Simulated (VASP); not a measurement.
Wanted: the native input for a VASP 6.6.1 run.

| Property | Result |
| --- | --- |
| Task | single point |
| Functional | PBE |
| Dispersion | D3(BJ) |
| Potentials or basis | VASP PAW PBE potentials, release 64 (Ga_d, Sb) |
| Cutoff | 520 eV |
| k mesh | 2 × 3 × 1 |
| Occupations | gaussian, width 0.1 eV |
| Spin | no spin polarisation |
| Dipole correction | yes |
| Further INCAR settings | LREAL = Auto; ALGO = Normal; EDIFF = 1e-06; NBANDS = 86 |

The structure of GaSb lies in POSCAR:

```
GaSb
1.0
    8.6680824697      0.0000000000      0.0000000000
    0.0000000000      6.1292598942      0.0000000000
    0.0000000000      0.0000000000     27.9539618523
Ga Sb
8 8
Direct
    0.2500000000      0.5000000000      0.2861848365
    0.7500000000      0.5000000000      0.2861848365
    0.5000000000      0.0000000000      0.3637058915
    0.0000000000      0.0000000000      0.3637058915
    0.7494851031      0.5045618864      0.4451564794
    0.2506368094      0.5128001424      0.4476070339
    0.0034110862     -0.0582769651      0.5059811280
    0.5020906883     -0.0274511360      0.5100533362
    0.5000000000      0.2500000000      0.2861848365
    0.0000000000      0.2500000000      0.2861848365
    0.7500000000      0.7500000000      0.3637058915
    0.2500000000      0.7500000000      0.3637058915
    0.0010101503      0.2567638099      0.4418047764
    0.4985628945      0.2581039318      0.4396551284
    0.2549210558      0.7301766660      0.5314992223
    0.7482853033      0.7241410868      0.5277122208
```

The input as run:

INCAR

```
SYSTEM = GaSb
  PREC = Accurate
  ENCUT = 520
  EDIFF = 1E-6
  ISMEAR = 0
  SIGMA = 0.1
  LREAL = Auto
  LASPH = .TRUE.
  NELM = 100
  ALGO = Normal
  ISIF = 2
  LWAVE = .FALSE.
  LCHARG = .FALSE.
  LDIPOL = .TRUE.
  IDIPOL = 3
  DIPOL = 0.5 0.5 0.403
  GGA = PE
  IVDW = 12
  NBANDS = 86
```

KPOINTS

```
regular mesh
0
G
  2 3 1
  0 0 0
```

Potentials or basis: VASP PAW PBE potentials, release 64 (Ga_d, Sb).

Command:

```console
$ cat potpaw_PBE.64/Ga_d/POTCAR potpaw_PBE.64/Sb/POTCAR > POTCAR
$ mpirun -np 1 vasp_std > vasp.out
```

It gave:

```json
{
 "Largest force": "1.127 eV/Å",
 "Band gap on the k mesh": "0.30 eV",
 "Dispersion energy per atom": "-0.235 eV"
}
```

Caveat: semilocal functionals underestimate gaps, and a narrow one can read as zero; spin-orbit coupling is left out, which moves the levels of the heavy elements.

It took 15 min on 1 thread of AMD EPYC 9R45 96-Core Processor (Zen 5) (shared host), peak memory 1.3 GiB.
